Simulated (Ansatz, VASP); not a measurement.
**AgCl: VASP beside Ansatz**

The input POSCAR:

```
AgCl
1.0
    0.0000000000      2.9932461729      2.9932461729
    2.9932461729      0.0000000000      2.9932461729
    2.9932461729      2.9932461729      0.0000000000
Ag Cl
1 1
Direct
    0.0000000000      0.0000000000      0.0000000000
    0.2500000000      0.2500000000      0.2500000000
```

INCAR.step1

```
PREC = Accurate
ENCUT = 520
EDIFF = 1E-5
ISMEAR = 0
SIGMA = 0.01
LREAL = F
LASPH = T
NELM = 80
ALGO = Normal
ISIF = 2
LWAVE = T
LCHARG = F
GGA = PE
NBANDS = 16
```

Contents of INCAR.step2:

```
PREC = Accurate
ENCUT = 520
EDIFF = 1E-7
ISMEAR = 0
SIGMA = 0.01
LREAL = F
LASPH = T
NELM = 80
ALGO = Normal
ISIF = 2
LWAVE = F
LCHARG = F
GGA = PE
LHFCALC = T
AEXX = 0.05
PRECFOCK = Normal
ISTART = 1
NBANDS = 16
```

KPOINTS

```
regular mesh
0
Gamma
  4 4 4
```

Input for Ansatz:

```yaml
crystal:
  lattice:
    - [0.0, 2.9932461729, 2.9932461729]
    - [2.9932461729, 0.0, 2.9932461729]
    - [2.9932461729, 2.9932461729, 0.0]
  atoms:
    - { symbol: Ag, position: [0.0, 0.0, 0.0] }
    - { symbol: Cl, position: [0.25, 0.25, 0.25] }
kpoints:
  mp_grid: { grid: [4, 4, 4] }
hamiltonian:
  xc: { exchange: pbe, correlation: pbe, exx: { coeff: 0.05 } }
scf:
  occupations: { method: fixed }
  n_extra_bands: 4
output:
  forces: true
  stress: true
  eigenvalues: true
```

Alike in both runs: task single point; functional PBE-based global hybrid; k mesh 4 × 4 × 4; no spin polarisation.

```csv
,VASP,Ansatz
version,VASP 6.6.1,Ansatz 0.2.0
potentials or method,"VASP PAW PBE potentials, release 64 (Ag, Cl)",plane waves
plane-wave cutoff (eV),520,420
occupations,"gaussian, width 0.01 eV",fixed
valence electrons in the cell,18,26
```

|  | VASP | Ansatz | Ansatz less VASP |
| --- | --- | --- | --- |
| gap on the k mesh at the Fermi level (eV) | 1.68 | 1.68 | -0.002 |
| pressure (GPa) | 1.1 | 1.2 | +0.13 |

VASP's potentials were made for PBE, not for PBE-based global hybrid. VASP's potentials hold 18 valence electrons a cell and Ansatz's 26, so a difference there can come from the potentials and not from the codes. Ansatz's warnings: stress exchange threshold loose, stress scf threshold loose.

The k mesh is coarse, so the values compare programs but aren't converged.
